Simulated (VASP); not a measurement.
# BN (P1) in VASP: further runs

The runs below take BN through single point, with PBE0, B3LYP, PBE.

All numbers are computed with VASP 6.6.1; they aren't measurements. Logs are shortened: lines on timing, memory, paths and dates and some standing lists are left out, and cuts for length are marked.

**1. The cell of the first run**

The typed cell holds 2 atoms: a = 2.508 Å, b = 2.508 Å, c = 3.274 Å, α = 101.11°, β = 101.11°, γ = 119.81°.

**2. Single point, PBE0**

The input, POSCAR:

```
BN
1.0
    2.5080409239      0.0000000000      0.0000000000
   -1.2467107647      2.1762310413      0.0000000000
   -0.6306650796     -1.0881155206      3.0225400000
N B
1 1
Direct
    0.6685060000      0.3323850000      0.9849990000
    0.9796430000      0.9834990000      0.0018060000
```

The input, INCAR.step1:

```
SYSTEM = BN
ALGO = Normal
EDIFF = 1E-5
ENCUT = 520
GGA = PE
ISIF = 2
ISMEAR = -1
LASPH = .True.
LCHARG = .False.
LREAL = .False.
LWAVE = .True.
NBANDS = 11
NELM = 60
PREC = Accurate
SIGMA = 0.05
```

The input, INCAR.step2:

```
SYSTEM = BN
AEXX = 0.25
ALGO = Normal
EDIFF = 1E-6
ENCUT = 520
GGA = PE
ISIF = 2
ISMEAR = -1
ISTART = 1
LASPH = .True.
LCHARG = .False.
LHFCALC = .True.
LREAL = .False.
LWAVE = .False.
NBANDS = 11
NELM = 60
PREC = Accurate
PRECFOCK = Normal
SIGMA = 0.05
```

The input, KPOINTS:

```
k-points
0
Gamma
  7 7 5
  0 0 0
```

Potentials or basis: VASP PAW PBE potentials, release 64 (N, B).

The run is started by

```
$ cat potpaw_PBE.64/N/POTCAR potpaw_PBE.64/B/POTCAR > POTCAR
$ cp INCAR.step1 INCAR
$ mpirun -np 1 vasp_std > vasp.out
$ cp INCAR.step2 INCAR
$ mpirun -np 1 vasp_std > vasp.out
```

OUTCAR:

```text
SYSTEM = BN
   AEXX = 0.25
   EDIFF = 1E-6
   ENCUT = 520
   GGA = PE
   ISIF = 2
   ISMEAR = -1
   ISTART = 1
   LASPH = .True.
   LHFCALC = .True.
   LREAL = .False.
   NELM = 60
   PREC = Accurate
   PRECFOCK = Normal

 ion  position               nearest neighbor table
   1  0.669  0.332  0.985-   2 1.40   2 1.43   2 1.52
   2  0.980  0.983  0.002-   1 1.40   1 1.43   1 1.52

  LATTYP: Found a face centered orthorhombic cell.
 ALAT       =     2.5153400000
 B/A-ratio  =     1.7253460765
 C/A-ratio  =     2.4032854405

  Lattice vectors:

 A1 = (  -1.8773758443,   1.0881155207,   3.0225400000)
 A2 = (   0.6306650796,   1.0881155207,   3.0225400000)
 A3 = (  -1.2467107647,   2.1762310413,   0.0000000000)

Analysis of symmetry for initial positions (statically):
=====================================================================
 Subroutine PRICEL returns:
 Original cell was already a primitive cell.

 Routine SETGRP: Setting up the symmetry group for a
 face centered orthorhombic supercell.

 Subroutine GETGRP returns: Found  1 space group operations
 (whereof  1 operations were pure point group operations)
 out of a pool of  8 trial point group operations.

The static configuration has the point symmetry C_1 .

Analysis of symmetry for dynamics (positions and initial velocities):
=====================================================================
 Subroutine PRICEL returns:
 Original cell was already a primitive cell.

 Routine SETGRP: Setting up the symmetry group for a
 face centered orthorhombic supercell.

 Subroutine GETGRP returns: Found  1 space group operations
 (whereof  1 operations were pure point group operations)
 out of a pool of  8 trial point group operations.

The dynamic configuration has the point symmetry C_1 .

 Subroutine INISYM returns: Found  1 space group operations
 (whereof  1 operations are pure point group operations),
 and found     1 'primitive' translations

----------------------------------------------------------------------------------------

                                     Primitive cell

  volume of cell :      16.4973

  direct lattice vectors                    reciprocal lattice vectors
     2.508040924  0.000000000  0.000000000     0.398717577  0.228415773  0.165423783
    -1.246710765  2.176231041  0.000000000     0.000000000  0.459510034  0.165423783
    -0.630665080 -1.088115521  3.022540000     0.000000000  0.000000000  0.330847565

  length of vectors
     2.508040924  2.508040924  3.273756540     0.488379462  0.488379462  0.330847565

  position of ions in fractional coordinates (direct lattice)
     0.668506000  0.332385000  0.984999000
     0.979643000  0.983499000  0.001806000

  ion indices of the primitive-cell ions
   primitive index   ion index
                 1           1
                 2           2

----------------------------------------------------------------------------------------

 KPOINTS: k-points

Automatic generation of k-mesh.
 Grid dimensions read from file:
 generate k-points for:    7    7    5

 Generating k-lattice:

  Cartesian coordinates                     Fractional coordinates (reciprocal lattice)
     0.056959654  0.032630825  0.023631969     0.142857143 -0.000000000  0.000000000
     0.000000000  0.065644291  0.023631969     0.000000000  0.142857143  0.000000000
     0.000000000  0.000000000  0.066169513     0.000000000  0.000000000  0.200000000

  Length of vectors
     0.069768495  0.069768495  0.066169513

  Shift w.r.t. Gamma in fractional coordinates (k-lattice)
     0.000000000  0.000000000  0.000000000

 -----------------------------------------------------------------------------
|                                                                             |
|           W    W    AA    RRRRR   N    N  II  N    N   GGGG   !!!           |
|           W    W   A  A   R    R  NN   N  II  NN   N  G    G  !!!           |
|           W    W  A    A  R    R  N N  N  II  N N  N  G       !!!           |
|           W WW W  AAAAAA  RRRRR   N  N N  II  N  N N  G  GGG   !            |
|           WW  WW  A    A  R   R   N   NN  II  N   NN  G    G                |
|           W    W  A    A  R    R  N    N  II  N    N   GGGG   !!!           |
|                                                                             |
|     Your reciprocal lattice and k-lattice belong to different lattice       |
|     classes:                                                                |
|                                                                             |
|        The reciprocal lattice is body-centered orthorhombic,                |
|        whereas your k-lattice is base-centered monoclinic.                  |
|                                                                             |
|     Results are often still useful ...                                      |
|                                                                             |
 -----------------------------------------------------------------------------

 WARNING: IBZKPT: internal override: KBLOWUP is changed to .FALSE.
      ... skipping the blow-up phase ...

 Subroutine IBZKPT returns following result:
 ===========================================

 Found    123 irreducible k-points:

 Following reciprocal coordinates:
            Coordinates               Weight
  0.000000  0.000000  0.000000      1.000000
  0.142857  0.000000  0.000000      2.000000
  0.285714  0.000000  0.000000      2.000000
  0.428571  0.000000 -0.000000      2.000000
  0.000000  0.142857  0.000000      2.000000
  0.142857  0.142857  0.000000      2.000000
[... 16 lines left out ...]
 -0.428571  0.428571 -0.000000      2.000000
 -0.285714  0.428571 -0.000000      2.000000
 [... further k-points ...]
   k-points           NKPTS =    123   k-points in BZ     NKDIM =    245   number of bands    NBANDS=     11
   number of dos      NEDOS =    301   number of ions     NIONS =      2
   total plane-waves  NPLWV =   9600
   dimension x,y,z NGX =    20 NGY =   20 NGZ =   24
   dimension x,y,z NGXF=    40 NGYF=   40 NGZF=   48
   ions per type =               1   1
   NGX,Y,Z   is equivalent  to a cutoff of  13.26, 13.26, 12.19 a.u.
   NGXF,Y,Z  is equivalent  to a cutoff of  26.51, 26.51, 24.38 a.u.
 SYSTEM =  BN
   PREC   = accura    normal or accurate (medium, high low for compatibility)
   ISTART =      1    job   : 0-new  1-cont  2-samecut
   ICHARG =      0    charge: 1-file 2-atom 10-const
   ISPIN  =      1    spin polarized calculation?
   LNONCOLLINEAR =      F non collinear calculations
   LSORBIT =      F    spin-orbit coupling
   LASPH  =      T    aspherical Exc in radial PAW
   ENCUT  =  520.0 eV  38.22 Ry    6.18 a.u.   4.66  4.66  6.09*2*pi/ulx,y,z
   NELM   =     60;   NELMIN=  2; NELMDL=  0     # of ELM steps
   EDIFF  = 0.1E-05   stopping-criterion for ELM
   LREAL  =      F    real-space projection
   EDIFFG = 0.1E-04   stopping-criterion for IOM
   NSW    =      0    number of steps for IOM
   IBRION =     -1    ionic relax: 0-MD 1-quasi-New 2-CG
   NFREE  =      0    steps in history (QN), initial steepest desc. (CG)
   ISIF   =      2    stress and relaxation
   ISYM   =      3    0-nonsym 1-usesym 2-fastsym
   POTIM  = 0.5000    time-step for ionic-motion
   TEBEG  =    0.0;   TEEND  =   0.0 temperature during run
   PSTRESS=    0.0 pullay stress
   NELECT =       8.0000    total number of electrons
   NUPDOWN=      -1.0000    fix difference up-down
   EMIN   =  10.00;   EMAX   =-10.00  energy-range for DOS
   EFERMI =   0.00;   METHOD = LEGACY
   ISMEAR =    -1;   SIGMA  =   0.05  broadening in eV -4-tet -1-fermi 0-gaus
   EFERMI_NEDOS =   21; number of points for ismear=-14 and -15
   IALGO  =     38    algorithm
   IMIX   =      1    mixing-type and parameters
     AMIX     =   0.40;   BMIX     =  1.00
     AMIX_MAG =   1.60;   BMIX_MAG =  1.00
  volume/ion in A,a.u.               =       8.25        55.66
  Fermi-wavevector in a.u.,A,eV,Ry     =   1.286178  2.430523 22.507475  1.654253
  Thomas-Fermi vector in A             =   2.418268
   LORBIT       =      0    0 simple, 1 ext, 2 COOP (PROOUT), +10 PAW based schemes
   GGA     = PE    functional components
   LHFCALC =     T    Hartree Fock is set to
   PRECFOCK=normal    Normal, Fast or Accurate (Low or Medium for compatibility)
   ENCUT4O =  -1.0   cutoff for four orbital integrals eV
   NKREDX  =     1    reduce k-point grid by
   NKREDY  =     1    reduce k-point grid by
   NKREDZ  =     1    reduce k-point grid by
   AEXX    =    0.2500 exact exchange contribution
   HFSCREEN=    0.0000 screening length (either q_TF or 0.3 A-1)
   HFSCREENC=   0.0000 screening length for correlation (either q_TF or 0.3 A-1)
   ENCUTFOCK=  -1.0 apply spherical cutoff to Coloumb kernel
   IVDW    =     0    specifies the selected vdW correction
   LEPSILON=     F    determine dielectric tensor
   LRPA    =     F    only Hartree local field effects (RPA)
 non-spin polarized calculation
  energy-cutoff  :      520.00
  volume of cell :       16.50
 maximum number of plane-waves:       454
  NGX = 14; NGY = 14; NGZ = 20

 number of electron       8.0000000 magnetization

 Free energy of the ion-electron system (eV)
  ---------------------------------------------------
  ext. energy  EPLUGINS =         0.00000000
  ---------------------------------------------------
  free energy    TOTEN  =       -21.17506393 eV

  energy without entropy =      -21.17506393  energy(sigma->0) =      -21.17506393

 E-fermi :   3.2554     XC(G=0):  -8.4208

 val. band max:        2.1227964607   @ k =   0.4286   0.4286   0.0000
 cond. band min:       7.2594581633   @ k =  -0.4286  -0.4286   0.4000
 fundamental gap:      5.1366617026
 Fermi energy:         3.2554110876

 k-point     1 :       0.0000    0.0000    0.0000
  band No.  band energies     occupation
      1     -17.9112      2.00000
      2      -1.9483      2.00000
      3      -0.5851      2.00000
      4       1.1918      2.00000
      5       9.6626      0.00000
      6      14.9095      0.00000
      7      17.0482      0.00000
      8      18.1394      0.00000
      9      19.7080      0.00000
     10      30.1087      0.00000
     11      31.9283      0.00000
[... 309 lines left out ...]
 k-point    24 :      -0.2857    0.4286   -0.0000
  band No.  band energies     occupation
      1     -15.2352      2.00000
      2      -6.4879      2.00000
      3      -3.0559      2.00000
      4       1.1020      2.00000
      5      11.2845      0.00000
      6      14.0318      0.00000
      7      17.3473      0.00000
      8      20.2103      0.00000
      9      21.9046      0.00000
     10      25.2870      0.00000
     11      29.8716      0.00000

 [... further k-points ...]
[... 5 lines left out ...]
  --------------------------------------------------------------------------------------
  -------------------------------------------------------------------------------------
  Total       -1.0365386      0.1483666      0.7353339     -0.4927401      0.1231157      0.0594021
  in kB     -100.6663643     14.4090441     71.4140194    -47.8538459     11.9567322      5.7690026
  external PRESSURE =      -4.9477670 kB  Pullay stress =       0.0000000 kB

 VOLUME and BASIS-vectors are now :
 -----------------------------------------------------------------------------
  energy-cutoff  :      520.00
  volume of cell :       16.50
      direct lattice vectors                 reciprocal lattice vectors
     2.508040924  0.000000000  0.000000000     0.398717577  0.228415773  0.165423783
    -1.246710765  2.176231041  0.000000000     0.000000000  0.459510034  0.165423783
    -0.630665080 -1.088115521  3.022540000     0.000000000  0.000000000  0.330847565

 POSITION                                       TOTAL-FORCE (eV/Angst)
 -----------------------------------------------------------------------------------
      0.64105     -0.34845      2.97720        -1.712500     -2.135120      0.644485
      1.22971      2.13836      0.00546         1.712500      2.135120     -0.644485
 -----------------------------------------------------------------------------------
    total drift:                               -0.000107     -0.000003     -0.000107

  FREE ENERGIE OF THE ION-ELECTRON SYSTEM (eV)
  ---------------------------------------------------
  free  energy   TOTEN  =       -21.1750639297 eV

  energy  without entropy=      -21.1750639297  energy(sigma->0) =      -21.17506393
```

It took 23 min on 1 thread of Intel Xeon Platinum 8375C at 2.90GHz (Ice Lake), shared host; peak memory 0.15 GiB.

Results:

```
Free energy            : -21.1751 eV
Pressure               : -0.5 GPa
Largest force          : 2.812 eV/Å
Band gap on the k mesh : 5.14 eV, indirect (least direct gap 6.98 eV)
```

Forces on the atoms (eV/Å):
```
N   -1.712 -2.135  0.644
B    1.712  2.135 -0.644
```

Stress tensor (GPa, compression positive):
```
-10.07  -4.79   0.58
 -4.79   1.44   1.20
  0.58   1.20   7.14
```

Levels at points of the mesh, in eV from the valence-band top:
```
           k point  band 2  band 3  band 4  band 5  band 6  band 7
(0.00, 0.00, 0.00)   -4.07   -2.71   -0.93    7.54   12.79   14.93
```

Caveat: the k points lie up to 0.44 Å⁻¹ apart; the PAW data sets were made with another functional, which shifts forces and pressure a little. A k mesh can miss the band edges.

[end of part 1 of 3]
